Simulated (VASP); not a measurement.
# Bi (Im-3m) in VASP: a series of runs

Aim: see how the results for Bi move with the level of theory and the settings. Levels: BLYP+D4, PBE+D3(BJ), PBE+D4. Tasks: single point, relaxation of cell and atoms.

All numbers are computed with VASP 6.6.1; they aren't measurements. Logs are shortened: lines on timing, memory, paths and dates and some standing lists are left out, and cuts for length are marked.

## (1) The cell of the first run

Symmetry: Im-3m, No. 229, cubic system. The conventional cell has a = 3.966 Å, b = 3.966 Å, c = 3.966 Å, α = 90.00°, β = 90.00°, γ = 90.00°. Within 4.5 Å of Bi (site symmetry m-3m) lie 14 Bi at 3.43 to 3.97 Å.

## (2) Single point, BLYP+D4

Contents of INCAR:

```
AGGAC    = 1.0          
AGGAX    = 1.0          
ALDAC    = 0.0          
ALDAX    = 1.0          
ALGO     = Normal         # electronic algorithm
EDIFF    = 1E-6           # SCF threshold, eV
ENCUT    = 520            # plane-wave cutoff, eV
GGA      = B5             # functional
ISIF     = 2              # what is computed and relaxed
ISMEAR   = -1             # smearing method
IVDW     = 13             # dispersion correction
LASPH    = True           # aspherical terms in the spheres
LCHARG   = False          # write CHGCAR
LREAL    = False          # projectors in reciprocal space
LWAVE    = False          # write WAVECAR
NBANDS   = 14             # bands
NELM     = 100            # most SCF steps
PREC     = Accurate       # precision mode
SIGMA    = 0.05           # smearing width, eV
VDW_A1   = 0.44488865   
VDW_A2   = 4.0933009    
VDW_S6   = 1.0          
VDW_S8   = 2.34076671
```

Contents of KPOINTS:

```
k-points
0
Gamma
  9 9 9
```

Contents of POSCAR:

```
Bi
1.0
   -1.9831867762      1.9831867762      1.9831867762
    1.9831867762     -1.9831867762      1.9831867762
    1.9831867762      1.9831867762     -1.9831867762
Bi
1
Direct
    0.0000000000      0.0000000000      0.0000000000
```

Potentials or basis: VASP PAW PBE potentials, release 64 (Bi_d).

The run is started by

```bash
$ cat potpaw_PBE.64/Bi_d/POTCAR > POTCAR
$ mpirun -np 1 vasp_std > vasp.out
```

OUTCAR:

```text
EDIFF = 1E-6
   ENCUT = 520
   GGA = B5
   ISIF = 2
   ISMEAR = -1
   IVDW = 13
   LASPH = True
   LREAL = False
   NELM = 100
   PREC = Accurate

 ion  position               nearest neighbor table
   1  0.000  0.000  0.000-

  LATTYP: Found a body centered cubic cell.
 ALAT       =     3.9663735524

  Lattice vectors:

 A1 = (  -1.9831867762,   1.9831867762,   1.9831867762)
 A2 = (   1.9831867762,  -1.9831867762,   1.9831867762)
 A3 = (   1.9831867762,   1.9831867762,  -1.9831867762)

Analysis of symmetry for initial positions (statically):
=====================================================================
 Subroutine PRICEL returns:
 Original cell was already a primitive cell.

 Routine SETGRP: Setting up the symmetry group for a
 body centered cubic supercell.

 Subroutine GETGRP returns: Found 48 space group operations
[... 9 lines left out ...]

 Routine SETGRP: Setting up the symmetry group for a
 body centered cubic supercell.

 Subroutine GETGRP returns: Found 48 space group operations
[... 11 lines left out ...]
                                     Primitive cell

  volume of cell :      31.1997

  direct lattice vectors                    reciprocal lattice vectors
    -1.983186776  1.983186776  1.983186776     0.000000000  0.252119471  0.252119471
     1.983186776 -1.983186776  1.983186776     0.252119471  0.000000000  0.252119471
     1.983186776  1.983186776 -1.983186776     0.252119471  0.252119471  0.000000000

  length of vectors
     3.434980257  3.434980257  3.434980257     0.356550775  0.356550775  0.356550775

  position of ions in fractional coordinates (direct lattice)
     0.000000000  0.000000000  0.000000000

  ion indices of the primitive-cell ions
   primitive index   ion index
                 1           1

----------------------------------------------------------------------------------------

 KPOINTS: k-points

Automatic generation of k-mesh.
 Grid dimensions read from file:
 generate k-points for:    9    9    9

 Generating k-lattice:

  Cartesian coordinates                     Fractional coordinates (reciprocal lattice)
     0.000000000  0.028013275  0.028013275     0.111111111  0.000000000  0.000000000
     0.028013275  0.000000000  0.028013275     0.000000000  0.111111111  0.000000000
     0.028013275  0.028013275  0.000000000     0.000000000  0.000000000  0.111111111

  Length of vectors
     0.039616753  0.039616753  0.039616753

  Shift w.r.t. Gamma in fractional coordinates (k-lattice)
     0.000000000  0.000000000  0.000000000

 Subroutine IBZKPT returns following result:
 ===========================================

 Found     35 irreducible k-points:

 Following reciprocal coordinates:
            Coordinates               Weight
  0.000000  0.000000  0.000000      1.000000
  0.111111  0.000000  0.000000     12.000000
  0.222222  0.000000  0.000000     12.000000
  0.333333  0.000000  0.000000     12.000000
  0.444444  0.000000  0.000000     12.000000
  0.111111  0.111111  0.000000     24.000000
[... 16 lines left out ...]
 -0.333333  0.444444  0.111111     48.000000
 -0.444444 -0.444444  0.111111     24.000000
 [... further k-points ...]
   k-points           NKPTS =     35   k-points in BZ     NKDIM =     35   number of bands    NBANDS=     14
   number of dos      NEDOS =    301   number of ions     NIONS =      1
   total plane-waves  NPLWV =  21952
   dimension x,y,z NGX =    28 NGY =   28 NGZ =   28
   dimension x,y,z NGXF=    56 NGYF=   56 NGZF=   56
   ions per type =               1
   NGX,Y,Z   is equivalent  to a cutoff of  13.55, 13.55, 13.55 a.u.
   NGXF,Y,Z  is equivalent  to a cutoff of  27.10, 27.10, 27.10 a.u.
 SYSTEM =  unknown system
   PREC   = accura    normal or accurate (medium, high low for compatibility)
   ISTART =      0    job   : 0-new  1-cont  2-samecut
   ICHARG =      2    charge: 1-file 2-atom 10-const
   ISPIN  =      1    spin polarized calculation?
   LNONCOLLINEAR =      F non collinear calculations
   LSORBIT =      F    spin-orbit coupling
   LASPH  =      T    aspherical Exc in radial PAW
   ENCUT  =  520.0 eV  38.22 Ry    6.18 a.u.   6.39  6.39  6.39*2*pi/ulx,y,z
   NELM   =    100;   NELMIN=  2; NELMDL= -5     # of ELM steps
   EDIFF  = 0.1E-05   stopping-criterion for ELM
   LREAL  =      F    real-space projection
   EDIFFG = 0.1E-04   stopping-criterion for IOM
   NSW    =      0    number of steps for IOM
   IBRION =     -1    ionic relax: 0-MD 1-quasi-New 2-CG
[... 8 lines left out ...]
   EMIN   =  10.00;   EMAX   =-10.00  energy-range for DOS
   EFERMI =   0.00;   METHOD = LEGACY
   ISMEAR =    -1;   SIGMA  =   0.05  broadening in eV -4-tet -1-fermi 0-gaus
   EFERMI_NEDOS =   21; number of points for ismear=-14 and -15
   IALGO  =     38    algorithm
   IMIX   =      4    mixing-type and parameters
     AMIX     =   0.40;   BMIX     =  1.00
     AMIX_MAG =   1.60;   BMIX_MAG =  1.00
  volume/ion in A,a.u.               =      31.20       210.55
  Fermi-wavevector in a.u.,A,eV,Ry     =   1.282493  2.423560 22.378700  1.644788
  Thomas-Fermi vector in A             =   2.414801
   LORBIT       =      0    0 simple, 1 ext, 2 COOP (PROOUT), +10 PAW based schemes
   GGA     = B5    functional components
   LHFCALC =     F    Hartree Fock is set to
   AEXX    =    0.0000 exact exchange contribution
   IVDW    =    13    specifies the selected vdW correction
   LEPSILON=     F    determine dielectric tensor
   LRPA    =     F    only Hartree local field effects (RPA)
 non-spin polarized calculation
  energy-cutoff  :      520.00
  volume of cell :       31.20
 maximum number of plane-waves:       887
 NGX is ok and might be reduce to    28
   NGX = 13   NGY = 13   NGZ = 13

 number of electron      14.9999995 magnetization

 Free energy of the ion-electron system (eV)
  ---------------------------------------------------
  ext. energy  EPLUGINS =         0.00000000
  ---------------------------------------------------
  free energy    TOTEN  =        -2.94153931 eV

  energy without entropy =       -2.93775776  energy(sigma->0) =       -2.93964854

 E-fermi :   8.3999     XC(G=0):  -9.6563

 val. band max:        8.3674869961   @ k =   0.2222   0.0000   0.0000
 cond. band min:       8.4010670722   @ k =  -0.2222   0.2222   0.1111
 fundamental gap:      0.0335800760
 Fermi energy:         8.3999015483

 k-point     1 :       0.0000    0.0000    0.0000
  band No.  band energies     occupation
      1     -14.5898      2.00000
      2     -14.5898      2.00000
      3     -14.5898      2.00000
      4     -14.4578      2.00000
      5     -14.4578      2.00000
      6      -5.1489      2.00000
      7      13.2998      0.00000
      8      13.2998      0.00000
      9      13.2998      0.00000
     10      17.8956      0.00000
     11      19.1225      0.00000
     12      19.1225      0.00000
     13      19.1225      0.00000
     14      20.1148      0.00000

 k-point     2 :       0.1111    0.0000    0.0000
  band No.  band energies     occupation
      1     -14.5944      2.00000
      2     -14.5817      2.00000
      3     -14.5652      2.00000
      4     -14.4631      2.00000
      5     -14.4587      2.00000
      6      -4.9276      2.00000
      7      11.4123      0.00000
      8      12.6846      0.00000
      9      13.1215      0.00000
     10      17.4687      0.00000
     11      18.1530      0.00000
     12      18.8699      0.00000
     13      19.3417      0.00000
     14      21.0144      0.00000

 k-point     3 :       0.2222    0.0000    0.0000
  band No.  band energies     occupation
      1     -14.6062      2.00000
      2     -14.5654      2.00000
      3     -14.5025      2.00000
      4     -14.4733      2.00000
      5     -14.4611      2.00000
      6      -4.2813      2.00000
      7       8.3675      1.31325
      8      11.5018      0.00000
      9      12.6593      0.00000
     10      16.0409      0.00000
     11      17.1731      0.00000
     12      18.9977      0.00000
     13      20.4785      0.00000
     14      23.0222      0.00000

 k-point     4 :       0.3333    0.0000    0.0000
  band No.  band energies     occupation
      1     -14.6195      2.00000
      2     -14.5588      2.00000
      3     -14.4741      2.00000
      4     -14.4638      2.00000
      5     -14.4299      2.00000
      6      -3.3019      2.00000
      7       5.5892      2.00000
      8      10.4776      0.00000
      9      12.1512      0.00000
     10      15.1463      0.00000
     11      16.5215      0.00000
     12      19.7755      0.00000
     13      21.2639      0.00000
     14      25.2992      0.00000

 k-point     5 :       0.4444    0.0000    0.0000
  band No.  band energies     occupation
      1     -14.6281      2.00000
      2     -14.5630      2.00000
      3     -14.4670      2.00000
      4     -14.4655      2.00000
      5     -14.3819      2.00000
      6      -2.3534      2.00000
      7       3.7035      2.00000
      8       9.9111      0.00000
      9      11.8386      0.00000
     10      14.7195      0.00000
     11      16.1990      0.00000
     12      20.7305      0.00000
     13      22.0251      0.00000
     14      25.1561      0.00000

 k-point     6 :       0.1111    0.1111    0.0000
  band No.  band energies     occupation
      1     -14.5946      2.00000
      2     -14.5776      2.00000
      3     -14.5210      2.00000
      4     -14.4714      2.00000
      5     -14.4605      2.00000
      6      -4.4932      2.00000
      7       9.3695      0.00000
      8      11.5930      0.00000
      9      12.4745      0.00000
     10      17.1780      0.00000
     11      17.3812      0.00000
     12      19.1128      0.00000
     13      19.9943      0.00000
     14      21.5479      0.00000

 k-point     7 :       0.2222    0.1111    0.0000
  band No.  band energies     occupation
      1     -14.6041      2.00000
      2     -14.5610      2.00000
      3     -14.4787      2.00000
      4     -14.4661      2.00000
      5     -14.4568      2.00000
      6      -3.6728      2.00000
      7       6.8436      2.00000
      8      10.0940      0.00000
      9      11.8349      0.00000
     10      16.2883      0.00000
     11      17.6235      0.00000
     12      18.9247      0.00000
     13      21.7997      0.00000
     14      22.5184      0.00000
[... 205 lines left out ...]
 k-point    20 :      -0.3333    0.3333    0.1111
  band No.  band energies     occupation
      1     -14.5934      2.00000
      2     -14.5471      2.00000
      3     -14.4873      2.00000
      4     -14.4704      2.00000
      5     -14.4328      2.00000
      6      -3.1021      2.00000
      7       5.7663      2.00000
      8       9.8665      0.00000
      9      11.0580      0.00000
     10      15.9907      0.00000
     11      17.4750      0.00000
     12      17.7399      0.00000
     13      22.2464      0.00000
     14      24.1703      0.00000

 k-point    21 :      -0.2222    0.3333    0.1111
  band No.  band energies     occupation
      1     -14.5721      2.00000
      2     -14.5362      2.00000
      3     -14.4965      2.00000
      4     -14.4772      2.00000
      5     -14.4552      2.00000
      6      -3.2703      2.00000
      7       6.7691      2.00000
      8       9.1116      0.00000
      9      11.1152      0.00000
     10      15.6129      0.00000
     11      17.1559      0.00000
     12      20.1225      0.00000
     13      21.2896      0.00000
     14      22.2952      0.00000

 k-point    22 :      -0.4444    0.4444    0.1111
  band No.  band energies     occupation
      1     -14.6015      2.00000
      2     -14.5542      2.00000
      3     -14.4814      2.00000
      4     -14.4706      2.00000
      5     -14.3843      2.00000
      6      -2.1752      2.00000
      7       3.9427      2.00000
      8       9.3141      0.00000
      9      10.7918      0.00000
     10      15.9261      0.00000
     11      17.1407      0.00000
     12      18.4899      0.00000
     13      20.4373      0.00000
     14      26.5796      0.00000

 k-point    23 :      -0.3333    0.4444    0.1111
  band No.  band energies     occupation
      1     -14.5761      2.00000
      2     -14.5387      2.00000
      3     -14.4926      2.00000
      4     -14.4750      2.00000
      5     -14.4081      2.00000
      6      -2.3000      2.00000
      7       4.9768      2.00000
      8       7.9201      1.99986
      9      11.0044      0.00000
     10      15.8843      0.00000
     11      16.8458      0.00000
     12      19.8772      0.00000
     13      20.2053      0.00000
     14      23.7498      0.00000

 k-point    24 :      -0.4444   -0.4444    0.1111
  band No.  band energies     occupation
      1     -14.5785      2.00000
      2     -14.5423      2.00000
      3     -14.4989      2.00000
      4     -14.4635      2.00000
      5     -14.3886      2.00000
      6      -1.7700      2.00000
      7       4.1042      2.00000
      8       7.5543      2.00000
      9      10.9426      0.00000
     10      15.9954      0.00000
     11      17.4378      0.00000
     12      18.5100      0.00000
     13      19.9297      0.00000
     14      26.0770      0.00000

 [... further k-points ...]

------------------------ aborting loop because EDIFF is reached ----------------------------------------

  DFT-D4 for vdW energy calculation

  Edisp (eV):   -1.01633

  FORCE on cell =-STRESS in cart. coord.  units (eV):
  Direction    XX          YY          ZZ          XY          YZ          ZX
  --------------------------------------------------------------------------------------
  -------------------------------------------------------------------------------------
  Total       0.01939     0.01939     0.01939    -0.00000    -0.00000     0.00000
  in kB       0.99548     0.99548     0.99548    -0.00000    -0.00000     0.00000
  external pressure =        1.00 kB  Pullay stress =        0.00 kB

 VOLUME and BASIS-vectors are now :
 -----------------------------------------------------------------------------
  energy-cutoff  :      520.00
  volume of cell :       31.20
      direct lattice vectors                 reciprocal lattice vectors
    -1.983186776  1.983186776  1.983186776     0.000000000  0.252119471  0.252119471
     1.983186776 -1.983186776  1.983186776     0.252119471  0.000000000  0.252119471
     1.983186776  1.983186776 -1.983186776     0.252119471  0.252119471  0.000000000

 POSITION                                       TOTAL-FORCE (eV/Angst)
 -----------------------------------------------------------------------------------
      0.00000      0.00000      0.00000        -0.000000     -0.000000      0.000000
 -----------------------------------------------------------------------------------
    total drift:                               -0.000000     -0.000000     -0.000000

  FREE ENERGIE OF THE ION-ELECTRON SYSTEM (eV)
  ---------------------------------------------------
  free  energy   TOTEN  =        -3.9578735196 eV

  energy  without entropy=       -3.9540919752  energy(sigma->0) =       -3.95598275
```

It took 20 s on 1 thread of Intel Xeon Platinum 8488C (Sapphire Rapids), shared host; peak memory 0.15 GiB.

What came out:

* Free energy: -3.9579 eV
* Pressure: 0.1 GPa
* Dispersion energy per atom: -1.016 eV

Levels at points of the mesh, in eV from the Fermi level:
| k point | band 5 | band 6 | band 7 | band 8 | band 9 | band 10 |
| --- | --- | --- | --- | --- | --- | --- |
| (0.00, 0.00, 0.00) | -22.86 | -13.55 | 4.90 | 4.90 | 4.90 | 9.50 |

Caveat: the PAW data sets were made with another functional, which shifts forces and pressure a little; spin-orbit coupling is left out, which moves the levels of the heavy elements; pairwise dispersion overbinds metals, which lowers pressure and volume.

(Part 1 of 2 ends here.)
